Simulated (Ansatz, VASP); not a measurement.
**Zr: VASP beside Ansatz**

```
CELL_PARAMETERS angstrom
4.79239 0.00000 0.00000
-2.39620 4.15033 0.00000
0.00000 0.00000 2.99447
ATOMIC_POSITIONS crystal
Zr 0.00000 0.00000 0.00000
Zr 0.33333 0.66667 0.50000
Zr 0.66667 0.33333 0.50000
```

Alike in both runs: task single point; functional LDA; k mesh 8 × 8 × 12; occupations fermi-dirac, width 0.1 eV; no spin polarisation.

|  | VASP | Ansatz |
| --- | --- | --- |
| version | VASP 6.6.1 | Ansatz 0.2.0 |
| potentials or method | VASP PAW LDA potentials, release 64 (Zr_sv), cutoff 520 eV | plane waves (420 eV) with PAW, scalar-relativistic |
| valence electrons in the cell | 36 | 36 |

```csv
,VASP,Ansatz,Ansatz less VASP
pressure (GPa),10.5,10.3,-0.16
"traceless stress, the component that is largest in VASP (GPa)",-0.14,-0.10,+0.036
```

Ansatz warns that its potentials were made for another functional, while VASP's fit it. LDA's correlation is that of Perdew and Zunger in VASP and of Perdew and Wang (1992) in Ansatz.
